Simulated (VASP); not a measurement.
Wanted: the native input for a VASP 6.6.1 run.

```
Task                   : single point
Functional             : PBE
Potentials or basis    : VASP PAW PBE potentials, release 64 (Si, O)
Cutoff                 : 520 eV
k mesh                 : 5 × 4 × 4
Occupations            : fermi-dirac, width 0.02 eV
Spin                   : no spin polarisation
Dipole correction      : no
Further INCAR settings : ALGO = Normal; EDIFF = 1e-06; NBANDS = 44
```

The structure of SiO2 (Seifertite) lies in POSCAR:

```
SiO2
1.0
    4.0970000000      0.0000000000      0.0000000000
    0.0000000000      5.0462000000      0.0000000000
    0.0000000000      0.0000000000      4.4946000000
Si O
4 8
Direct
    0.0000000000      0.1524080250      0.2500000000
    0.5000000000      0.3475919750      0.7500000000
    0.0000000000      0.8475919750      0.7500000000
    0.5000000000      0.6524080250      0.2500000000
    0.7315817515      0.6172112849      0.9199682065
    0.7684182485      0.8827887151      0.4199682065
    0.2315817515      0.8827887151      0.0800317935
    0.2684182485      0.6172112849      0.5800317935
    0.2684182485      0.3827887151      0.0800317935
    0.2315817515      0.1172112849      0.5800317935
    0.7684182485      0.1172112849      0.9199682065
    0.7315817515      0.3827887151      0.4199682065
```

These files were run (other wordings do the same):

INCAR

```
  PREC = Accurate
  ENCUT = 520
  EDIFF = 1E-6
  ISMEAR = -1
  SIGMA = 0.02
  LREAL = False
  LASPH = True
  NELM = 80
  ALGO = Normal
  ISIF = 2
  LWAVE = False
  LCHARG = False
  GGA = PE
  NBANDS = 44
```

KPOINTS

```
regular mesh
0
Gamma
  5 4 4
```

Potentials or basis: VASP PAW PBE potentials, release 64 (Si, O).

Command:

```bash
$ cat potpaw_PBE.64/Si/POTCAR potpaw_PBE.64/O/POTCAR > POTCAR
$ mpirun -np 1 vasp_std > vasp.out
```

Results of the run:

| Item | Value |
| --- | --- |
| Pressure | 5.7 GPa |
| Largest force | 0.028 eV/Å |
| Band gap on the k mesh | 5.59 eV, direct |

Run time: 91 s on 1 thread of Intel(R) Xeon(R) Platinum 8488C (Sapphire Rapids), with other jobs on the host, peak memory 0.23 GiB.
